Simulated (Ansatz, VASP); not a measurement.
# Sn: VASP beside Ansatz

```
Sn
1.0
     0.00000    3.14823    3.24560
     3.14823    0.00000    3.24560
     3.14823    3.14823    0.00000
Sn
2
Cartesian
  3.1482 3.1482 3.2456
  4.7223 4.7223 4.8684
```

Change from the starting cell: equal xx and yy strain of -3 %.

Alike in both runs: task single point; functional LDA; k mesh 9 × 9 × 9; occupations fermi-dirac, width 0.03 eV; no spin polarisation.

```csv
,VASP,Ansatz
version,VASP 6.6.1,Ansatz 0.2.0
potentials or method,"VASP PAW LDA potentials, release 64 (Sn_d), cutoff 520 eV","all-electron LAPW, scalar-relativistic"
```

|  | VASP | Ansatz | Ansatz less VASP |
| --- | --- | --- | --- |
| pressure (GPa) | 2.7 | 2.7 | -0.04 |
| traceless stress, the component that is largest in VASP (GPa) | -0.71 | -0.70 | +0.009 |

LDA's correlation is that of Perdew and Zunger in VASP and of Perdew and Wang (1992) in Ansatz. Ansatz ran all-electron here, and VASP with PAW potentials.
